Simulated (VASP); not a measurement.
# TiTe2 (P4/mmm) in VASP: a series of runs

Aim: see how the results for TiTe2 move with the level of theory and the settings. Levels: LDA, LDA+U. Tasks: single point.

All numbers are computed with VASP 6.6.1; they aren't measurements. Logs are shortened: lines on timing, memory, paths and dates and some standing lists are left out, and cuts for length are marked.

## 1. The cell of the first run

The structure is tetragonal, space group P4/mmm (No. 123). The conventional cell has a = 3.026 Å, b = 3.026 Å, c = 9.302 Å, α = 90.00°, β = 90.00°, γ = 90.00°. Within 3.6 Å of Ti (site symmetry 4/mmm) lie 2 Te at 2.74 Å and 4 Ti at 3.03 Å. Within 3.6 Å of Te (site symmetry 4mm) lie 1 Ti at 2.74 Å and 4 Te at 3.03 Å.

## 2. Single point, LDA

Input file INCAR:

```
SYSTEM = TiTe2
PREC = Accurate ; ENCUT = 520
EDIFF = 1E-6 ; ISMEAR = -1
SIGMA = 0.05 ; LREAL = .FALSE.
LASPH = .TRUE. ; NELM = 100
ALGO = Normal ; ISIF = 2
LWAVE = .FALSE. ; LCHARG = .FALSE.
NBANDS = 19
```

Input file KPOINTS:

```
regular mesh
0
G
  9 9 3
  0 0 0
```

Input file POSCAR:

```
TiTe2
1.0
    3.0255700000      0.0000000000      0.0000000000
    0.0000000000      3.0255700000      0.0000000000
    0.0000000000      0.0000000000      9.3016300000
Ti Te
1 2
Direct
    0.0000000000      0.0000000000      0.0000000000
    0.0000000000      0.0000000000      0.2943100000
    0.0000000000      0.0000000000      0.7056900000
```

Potentials or basis: VASP PAW LDA potentials, release 64 (Ti_sv, Te).

Command:

```console
> cat potpaw_LDA.64/Ti_sv/POTCAR potpaw_LDA.64/Te/POTCAR > POTCAR
> mpirun -np 1 vasp_std > vasp.out
```

OUTCAR:

```text
SYSTEM = TiTe2
   PREC = Accurate
   ENCUT = 520
   EDIFF = 1E-6
   ISMEAR = -1
   LREAL = .FALSE.
   LASPH = .TRUE.
   NELM = 100
   ISIF = 2

 ion  position               nearest neighbor table
   1  0.000  0.000  0.000-   2 2.74   3 2.74
   2  0.000  0.000  0.294-   1 2.74
   3  0.000  0.000  0.706-   1 2.74

  LATTYP: Found a simple tetragonal cell.
 ALAT       =     3.0255700000
 C/A-ratio  =     3.0743397112

  Lattice vectors:

 A1 = (   3.0255700000,   0.0000000000,   0.0000000000)
 A2 = (   0.0000000000,   3.0255700000,   0.0000000000)
 A3 = (   0.0000000000,   0.0000000000,   9.3016300000)

Analysis of symmetry for initial positions (statically):
=====================================================================
 Subroutine PRICEL returns:
 Original cell was already a primitive cell.

 Routine SETGRP: Setting up the symmetry group for a
 simple tetragonal supercell.

 Subroutine GETGRP returns: Found 16 space group operations
 (whereof 16 operations were pure point group operations)
 out of a pool of 16 trial point group operations.

The static configuration has the point symmetry D_4h.

Analysis of symmetry for dynamics (positions and initial velocities):
=====================================================================
 Subroutine PRICEL returns:
 Original cell was already a primitive cell.

 Routine SETGRP: Setting up the symmetry group for a
 simple tetragonal supercell.

 Subroutine GETGRP returns: Found 16 space group operations
 (whereof 16 operations were pure point group operations)
 out of a pool of 16 trial point group operations.

The dynamic configuration has the point symmetry D_4h.

 Subroutine INISYM returns: Found 16 space group operations
 (whereof 16 operations are pure point group operations),
 and found     1 'primitive' translations

----------------------------------------------------------------------------------------

                                     Primitive cell

  volume of cell :      85.1478

  direct lattice vectors                    reciprocal lattice vectors
     3.025570000  0.000000000  0.000000000     0.330516233  0.000000000  0.000000000
     0.000000000  3.025570000  0.000000000     0.000000000  0.330516233  0.000000000
     0.000000000  0.000000000  9.301630000     0.000000000  0.000000000  0.107508039

  length of vectors
     3.025570000  3.025570000  9.301630000     0.330516233  0.330516233  0.107508039

  position of ions in fractional coordinates (direct lattice)
     0.000000000  0.000000000  0.000000000
     0.000000000  0.000000000  0.294310000
     0.000000000  0.000000000  0.705690000

  ion indices of the primitive-cell ions
   primitive index   ion index
                 1           1
                 2           2
                 3           3

----------------------------------------------------------------------------------------

 KPOINTS: regular mesh

Automatic generation of k-mesh.
 Grid dimensions read from file:
 generate k-points for:    9    9    3

 Generating k-lattice:

  Cartesian coordinates                     Fractional coordinates (reciprocal lattice)
     0.036724026  0.000000000  0.000000000     0.111111111  0.000000000  0.000000000
     0.000000000  0.036724026  0.000000000     0.000000000  0.111111111  0.000000000
     0.000000000  0.000000000  0.035836013     0.000000000  0.000000000  0.333333333

  Length of vectors
     0.036724026  0.036724026  0.035836013

  Shift w.r.t. Gamma in fractional coordinates (k-lattice)
     0.000000000  0.000000000  0.000000000

 Subroutine IBZKPT returns following result:
 ===========================================

 Found     30 irreducible k-points:

 Following reciprocal coordinates:
            Coordinates               Weight
  0.000000  0.000000  0.000000      1.000000
  0.111111  0.000000  0.000000      4.000000
  0.222222  0.000000  0.000000      4.000000
  0.333333  0.000000  0.000000      4.000000
  0.444444  0.000000  0.000000      4.000000
  0.111111  0.111111  0.000000      4.000000
[... 16 lines left out ...]
  0.333333  0.111111  0.333333     16.000000
  0.444444  0.111111  0.333333     16.000000
 [... further k-points ...]
   k-points           NKPTS =     30   k-points in BZ     NKDIM =     30   number of bands    NBANDS=     19
   number of dos      NEDOS =    301   number of ions     NIONS =      3
   total plane-waves  NPLWV =  40320
   dimension x,y,z NGX =    24 NGY =   24 NGZ =   70
   dimension x,y,z NGXF=    48 NGYF=   48 NGZF=  140
   ions per type =               1   2
   NGX,Y,Z   is equivalent  to a cutoff of  13.19, 13.19, 12.51 a.u.
   NGXF,Y,Z  is equivalent  to a cutoff of  26.37, 26.37, 25.02 a.u.
 SYSTEM =  TiTe2
   PREC   = accura    normal or accurate (medium, high low for compatibility)
   ISTART =      0    job   : 0-new  1-cont  2-samecut
   ICHARG =      2    charge: 1-file 2-atom 10-const
   ISPIN  =      1    spin polarized calculation?
   LNONCOLLINEAR =      F non collinear calculations
   LSORBIT =      F    spin-orbit coupling
   LASPH  =      T    aspherical Exc in radial PAW
   ENCUT  =  520.0 eV  38.22 Ry    6.18 a.u.   5.63  5.63 17.29*2*pi/ulx,y,z
   NELM   =    100;   NELMIN=  2; NELMDL= -5     # of ELM steps
   EDIFF  = 0.1E-05   stopping-criterion for ELM
   LREAL  =      F    real-space projection
   EDIFFG = 0.1E-04   stopping-criterion for IOM
   NSW    =      0    number of steps for IOM
   IBRION =     -1    ionic relax: 0-MD 1-quasi-New 2-CG
   NFREE  =      0    steps in history (QN), initial steepest desc. (CG)
   ISIF   =      2    stress and relaxation
   ISYM   =      2    0-nonsym 1-usesym 2-fastsym
   POTIM  = 0.5000    time-step for ionic-motion
   TEBEG  =    0.0;   TEEND  =   0.0 temperature during run
   PSTRESS=    0.0 pullay stress
   NELECT =      24.0000    total number of electrons
   NUPDOWN=      -1.0000    fix difference up-down
   EMIN   =  10.00;   EMAX   =-10.00  energy-range for DOS
   EFERMI =   0.00;   METHOD = LEGACY
   ISMEAR =    -1;   SIGMA  =   0.05  broadening in eV -4-tet -1-fermi 0-gaus
   EFERMI_NEDOS =   21; number of points for ismear=-14 and -15
   IALGO  =     38    algorithm
   IMIX   =      4    mixing-type and parameters
     AMIX     =   0.40;   BMIX     =  1.00
     AMIX_MAG =   1.60;   BMIX_MAG =  1.00
  volume/ion in A,a.u.               =      28.38       191.54
  Fermi-wavevector in a.u.,A,eV,Ry     =   1.073381  2.028397 15.675922  1.152148
  Thomas-Fermi vector in A             =   2.209179
   LORBIT       =      0    0 simple, 1 ext, 2 COOP (PROOUT), +10 PAW based schemes
   GGA     = CA    functional components
   LHFCALC =     F    Hartree Fock is set to
   AEXX    =    0.0000 exact exchange contribution
   IVDW    =     0    specifies the selected vdW correction
   LEPSILON=     F    determine dielectric tensor
   LRPA    =     F    only Hartree local field effects (RPA)
 non-spin polarized calculation
  energy-cutoff  :      520.00
  volume of cell :       85.15
 maximum number of plane-waves:      2318
 NGX is ok and might be reduce to    24
   NGX = 11   NGY = 11   NGZ = 35

 number of electron      23.9999998 magnetization

 Free energy of the ion-electron system (eV)
  ---------------------------------------------------
  ext. energy  EPLUGINS =         0.00000000
  ---------------------------------------------------
  free energy    TOTEN  =       -15.39989972 eV

  energy without entropy =      -15.37280935  energy(sigma->0) =      -15.38635454

 E-fermi :   6.5607     XC(G=0):  -9.8181

 val. band max:        6.5589786612   @ k =   0.2222   0.1111   0.0000
 cond. band min:       6.5856750789   @ k =   0.4444   0.2222   0.0000
 fundamental gap:      0.0266964177
 Fermi energy:         6.5607339894

 k-point     1 :       0.0000    0.0000    0.0000
  band No.  band energies     occupation
      1     -49.9114      2.00000
      2     -26.6061      2.00000
      3     -26.3932      2.00000
      4     -26.3932      2.00000
      5      -7.2349      2.00000
      6      -6.9189      2.00000
[... 11 lines left out ...]
     18       9.6981      0.00000
     19      12.9593      0.00000

 k-point     2 :       0.1111    0.0000    0.0000
  band No.  band energies     occupation
      1     -49.9084      2.00000
      2     -26.6029      2.00000
      3     -26.4222      2.00000
      4     -26.3908      2.00000
      5      -7.0556      2.00000
      6      -6.7401      2.00000
[... 11 lines left out ...]
     18       9.8320      0.00000
     19      13.2641      0.00000

 k-point     3 :       0.2222    0.0000    0.0000
  band No.  band energies     occupation
      1     -49.9007      2.00000
      2     -26.5949      2.00000
      3     -26.4950      2.00000
      4     -26.3847      2.00000
      5      -6.5356      2.00000
      6      -6.2209      2.00000
[... 11 lines left out ...]
     18      10.2209      0.00000
     19      12.8087      0.00000

 k-point     4 :       0.3333    0.0000    0.0000
  band No.  band energies     occupation
      1     -49.8919      2.00000
      2     -26.5858      2.00000
      3     -26.5770      2.00000
      4     -26.3778      2.00000
      5      -5.7599      2.00000
      6      -5.4429      2.00000
[... 11 lines left out ...]
     18      10.7760      0.00000
     19      11.0026      0.00000

 k-point     5 :       0.4444    0.0000    0.0000
  band No.  band energies     occupation
      1     -49.8861      2.00000
      2     -26.6300      2.00000
      3     -26.5798      2.00000
      4     -26.3732      2.00000
      5      -5.0315      2.00000
      6      -4.7062      2.00000
[... 11 lines left out ...]
     18      10.7538      0.00000
     19      11.2347      0.00000
[... 334 lines left out ...]
      2     -26.5998      2.00000
      3     -26.4207      2.00000
      4     -26.4186      2.00000
      5      -6.8207      2.00000
      6      -6.6258      2.00000
[... 11 lines left out ...]
     18       9.3844      0.00000
     19      11.6236      0.00000

 k-point    22 :       0.2222    0.1111    0.3333
  band No.  band energies     occupation
      1     -49.8976      2.00000
      2     -26.5918      2.00000
      3     -26.4922      2.00000
      4     -26.4132      2.00000
      5      -6.3003      2.00000
      6      -6.1063      2.00000
[... 11 lines left out ...]
     18       9.6913      0.00000
     19      12.1229      0.00000

 k-point    23 :       0.3333    0.1111    0.3333
  band No.  band energies     occupation
      1     -49.8889      2.00000
      2     -26.5828      2.00000
      3     -26.5738      2.00000
      4     -26.4059      2.00000
      5      -5.5216      2.00000
      6      -5.3296      2.00000
[... 11 lines left out ...]
     18      10.0087      0.00000
     19      11.3956      0.00000

 k-point    24 :       0.4444    0.1111    0.3333
  band No.  band energies     occupation
      1     -49.8831      2.00000
      2     -26.6266      2.00000
      3     -26.5769      2.00000
      4     -26.4012      2.00000
      5      -4.7865      2.00000
      6      -4.5970      2.00000
[... 11 lines left out ...]
     18       9.7943      0.00000
     19      10.7734      0.00000

 [... further k-points ...]

------------------------ aborting loop because EDIFF is reached ----------------------------------------

  FORCE on cell =-STRESS in cart. coord.  units (eV):
  Direction    XX          YY          ZZ          XY          YZ          ZX
  --------------------------------------------------------------------------------------
  -------------------------------------------------------------------------------------
  Total       -0.5364318     -0.5364318     -0.9608161      0.0000000      0.0000000     -0.0000000
  in kB      -10.0937287    -10.0937287    -18.0791245      0.0000000      0.0000000     -0.0000000
  external PRESSURE =     -12.7555273 kB  Pullay stress =       0.0000000 kB

 VOLUME and BASIS-vectors are now :
 -----------------------------------------------------------------------------
  energy-cutoff  :      520.00
  volume of cell :       85.15
      direct lattice vectors                 reciprocal lattice vectors
     3.025570000  0.000000000  0.000000000     0.330516233  0.000000000  0.000000000
     0.000000000  3.025570000  0.000000000     0.000000000  0.330516233  0.000000000
     0.000000000  0.000000000  9.301630000     0.000000000  0.000000000  0.107508039

 POSITION                                       TOTAL-FORCE (eV/Angst)
 -----------------------------------------------------------------------------------
      0.00000      0.00000      0.00000        -0.000000      0.000000      0.000000
      0.00000      0.00000      2.73756         0.000000      0.000000     -0.198785
      0.00000      0.00000      6.56407        -0.000000      0.000000      0.198785
 -----------------------------------------------------------------------------------
    total drift:                                0.000000      0.000000     -0.000000

  FREE ENERGIE OF THE ION-ELECTRON SYSTEM (eV)
  ---------------------------------------------------
  free  energy   TOTEN  =       -15.3998997187 eV

  energy  without entropy=      -15.3728093524  energy(sigma->0) =      -15.38635454
```

Run time: 51 s. Hardware: 1 thread of Intel Xeon 8259CL, shared host; peak memory 0.19 GiB.

What came out:

```yaml
Free_energy: -15.3999 eV
Pressure: -1.3 GPa
Largest_force: 0.199 eV/Å
Band_gap_on_the_k_mesh: zero (band 12 reaches 7.71 eV, above the bottom of band 13 at 5.77 eV)
```

Forces on the atoms (eV/Å):
```
Ti   0.000  0.000  0.000
Te   0.000  0.000 -0.199
Te   0.000  0.000  0.199
```

Stress tensor (GPa, compression positive):
```
-1.01  0.00  0.00
 0.00 -1.01  0.00
 0.00  0.00 -1.81
```

Caveat: spin-orbit coupling is left out, which moves the levels of the heavy elements.

## 3. Single point, LDA+U

Input file INCAR:

```
  PREC = Accurate
  ENCUT = 520
  EDIFF = 1E-7
  ISMEAR = -1
  SIGMA = 0.05
  LREAL = F
  LASPH = T
  NELM = 150
  ALGO = Normal
  ISIF = 2
  LWAVE = F
  LCHARG = F
  LMAXMIX = 4
  LDAU = T
  LDAUTYPE = 2
  LDAUL = 2 -1
  LDAUU = 2 0
  LDAUJ = 0 0
  LDAUPRINT = 1
  GGA = CA
  NBANDS = 19
```

Input file KPOINTS:

```
regular mesh
0
Gamma
  9 9 3
```

POSCAR is that of step 2.

Potentials or basis: VASP PAW LDA potentials, release 64 (Ti_sv, Te).

Command:

```console
> cat potpaw_LDA.64/Ti_sv/POTCAR potpaw_LDA.64/Te/POTCAR > POTCAR
> mpirun -np 1 vasp_std > vasp.out
```

It took 59 s on 1 thread of Intel Xeon 8259CL, shared host; peak memory 0.19 GiB.

Results (log left out):

```
Free energy            : -13.9281 eV
Pressure               : -0.4 GPa
Largest force          : 0.118 eV/Å
Band gap on the k mesh : zero (band 12 reaches 7.96 eV, above the bottom of band 13 at 5.90 eV)
```

Forces on the atoms (eV/Å):
```
Ti   0.000  0.000  0.000
Te   0.000  0.000 -0.118
Te   0.000  0.000  0.118
```

Stress tensor (GPa, compression positive):
```
-0.10  0.00  0.00
 0.00 -0.10  0.00
 0.00  0.00 -1.04
```

Levels at points of the mesh, in eV from the Fermi level:
```csv
k point,band 9,band 10,band 11,band 12,band 13,band 14,band 15,band 16
"(0.00, 0.00, 0.00)",-2.38,-0.71,1.30,1.30,1.45,2.37,2.37,2.44
```

Eigenvalues of the final occupation matrices:
| site | spin | trace | eigenvalues |
| --- | --- | --- | --- |
| site 1 d | 1 | 0.93 | 0.09 0.09 0.17 0.27 0.31 |
| site 1 d | 2 | 0.93 | 0.09 0.09 0.17 0.27 0.31 |

Caveat: spin-orbit coupling is left out, which moves the levels of the heavy elements; U without spin polarisation on a metal has little footing; the U is typed as a test and isn't derived for this compound.

[end of part 1 of 2]
